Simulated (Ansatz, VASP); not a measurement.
Mo in VASP and in Ansatz

```
Mo
1.0
    -1.54796    1.54796    1.54796
     1.54796   -1.54796    1.54796
     1.54796    1.54796   -1.54796
Mo
1
Direct
  0.00000 0.00000 0.00000
```

Alike in both runs: task single point; functional PBE; k mesh 18 × 18 × 18; occupations gaussian, width 0.1 eV; no spin polarisation.

|  | VASP | Ansatz |
| --- | --- | --- |
| version | VASP 6.6.1 | Ansatz 0.2.0 |
| potentials or method | VASP PAW PBE potentials, release 64 (Mo_sv), cutoff 500 eV | scalar-relativistic, plane waves, PAW |
| valence electrons in the cell | 14 | 14 |

|  | VASP | Ansatz | Ansatz less VASP |
| --- | --- | --- | --- |
| gap on the k mesh at the Fermi level (eV) | none | none | - |
| pressure (GPa) | 19.1 | 18.4 | -0.69 |

A gap of «none» marks a metal or a gap that the smearing closes.
